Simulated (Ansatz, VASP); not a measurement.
AlN: VASP beside Ansatz

File INCAR:

```
SYSTEM = AlN
PREC     = Accurate       ! precision mode
ENCUT    = 520            ! plane-wave cutoff, eV
EDIFF    = 1E-7           ! SCF threshold, eV
ISMEAR   = 0              ! smearing method
SIGMA    = 0.05           ! smearing width, eV
LREAL    = .False.        ! projectors in reciprocal space
LASPH    = .True.         ! aspherical terms in the spheres
NELM     = 100            ! most SCF steps
ALGO     = Normal         ! electronic algorithm
ISIF     = 2              ! what is computed and relaxed
LWAVE    = .False.        ! write WAVECAR
LCHARG   = .False.        ! write CHGCAR
GGA      = PE             ! functional
NBANDS   = 11             ! bands
```

Contents of KPOINTS:

```
regular mesh
0
Gamma
  10 10 10
  0 0 0
```

POSCAR

```
AlN
1.0
    0.0000000000      2.1829884494      2.1829884494
    2.1829884494      0.0000000000      2.1829884494
    2.1829884494      2.1829884494      0.0000000000
Al N
1 1
Direct
   -0.0045751888      0.0045751888      0.0045751888
    0.7588131387      0.7411868613      0.7411868613
```

Input for Ansatz:

```yaml
crystal:
  lattice:
    - [0.0, 2.1829884494, 2.1829884494]
    - [2.1829884494, 0.0, 2.1829884494]
    - [2.1829884494, 2.1829884494, 0.0]
  atoms:
    - { symbol: Al, position: [-0.0045751888, 0.0045751888, 0.0045751888] }
    - { symbol: "N", position: [0.7588131387, 0.7411868613, 0.7411868613] }
basis:
  ecutwfc: 520.0
kpoints:
  mp_grid: { grid: [10, 10, 10] }
hamiltonian:
  xc: pbe
  pseudopotentials: { kind: paw, azcp: { folder: soft_1 } }
scf:
  occupations: { method: gaussian, width: 0.05 }
output:
  forces: true
  stress: true
  eigenvalues: true
```

Change from the starting cell: mode 4 frozen in at -0.039 Å, equal normal strain along x, y and z -0.0083.

Alike in both runs: task single point; functional PBE; k mesh 10 × 10 × 10; occupations gaussian, width 0.05 eV; no spin polarisation.

|  | VASP | Ansatz |
| --- | --- | --- |
| version | VASP 6.6.1 | Ansatz 0.2.0 |
| potentials or method | VASP PAW PBE potentials, release 64 (Al, N), cutoff 520 eV | scalar-relativistic, plane waves, PAW |
| valence electrons in the cell | 8 | 8 |

|  | VASP | Ansatz | Ansatz less VASP |
| --- | --- | --- | --- |
| gap on the k mesh at the Fermi level (eV) | 3.17 | 3.17 | +0.007 |
| least direct gap on the mesh (eV) | 4.05 | 4.04 | -0.009 |
| pressure (GPa) | 5.3 | 5.5 | +0.17 |
| traceless stress, the component that is largest in VASP (GPa) | -4.24 | -4.23 | +0.013 |
| rms of the force components (eV/Å) | 0.496 | 0.495 | -0.0011 |

Atom by atom the forces differ by 0.001 eV/Å (rms over components).
